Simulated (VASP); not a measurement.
**BAs: relaxation of cell and atoms with PBEsol+D4**

Crystal: BAs.

```
As B
1.0
     0.00000    2.38850    2.38850
     2.38850    0.00000    2.38850
     2.38850    2.38850    0.00000
As B
1 1
Direct
  0.75000 0.75000 0.75000
  0.00000 0.00000 0.00000
```

| Item | Value |
| --- | --- |
| Program | VASP 6.6.1 |
| Task | relaxation of cell and atoms |
| Functional | PBEsol |
| Dispersion | D4 |
| Potentials or basis | VASP PAW PBE potentials, release 64 (As, B) |
| Cutoff | 600 eV |
| k mesh | 10 × 10 × 10 |
| Occupations | fermi-dirac, width 0.05 eV |
| Spin | no spin polarisation |
| Dipole correction | no |
| Further INCAR settings | ALGO = Normal; EDIFF = 1e-06; IBRION = 2; EDIFFG = -0.01; NSW = 60; ISIF = 3 |

- Relaxed volume: 13.39 Å³/atom
- Relaxed cell: a = 3.358 Å, b = 3.358 Å, c = 3.358 Å, α = 60.00°, β = 60.00°, γ = 60.00°
- Space group after relaxing (to 0.05 Å): F-43m (No. 216)
- Energy gained by relaxing: 1.8 meV/atom
- Ionic steps: 3
- Pressure after relaxing: 0.0 GPa
- Band gap on the k mesh: 1.06 eV, indirect (least direct gap 3.26 eV)
- Dispersion energy per atom: -0.216 eV

The path:
| step | energy change (eV) | largest force (eV/Å) | pressure (GPa) | volume (Å³) |
| --- | --- | --- | --- | --- |
| 1 | 0.0000 | 0.0000 | -2.44 | 27.25 |
| 2 | -0.0016 | 0.0000 | 1.92 | 26.44 |
| 3 | -0.0036 | 0.0000 | 0.00 | 26.78 |

Final structure:
```
As B
1.0
     0.00000    2.37471    2.37471
     2.37471    0.00000    2.37471
     2.37471    2.37471    0.00000
As B
1 1
Direct
  0.75000 0.75000 0.75000
  0.00000 0.00000 0.00000
```

Levels at points of the mesh, in eV from the valence-band top:
```
           k point  band 1  band 2  band 3  band 4  band 5  band 6  band 7  band 8
(0.00, 0.00, 0.00)  -15.60    0.00    0.00    0.00    3.26    3.26    3.26    4.90
(0.50, 0.00, 0.00)  -12.65   -8.96   -1.86   -1.86    2.76    4.75    4.75    8.74
(0.50, 0.50, 0.00)  -11.31   -8.63   -4.18   -4.18    1.30    1.32   11.51   11.51
```

Run time: 22 s on 1 thread of Intel(R) Xeon(R) Platinum 8375C CPU @ 2.90GHz (Ice Lake), on a shared host, peak memory 0.17 GiB.

Caveat: the PAW data sets were made with another functional, which shifts forces and pressure a little. A k mesh can miss the band edges.
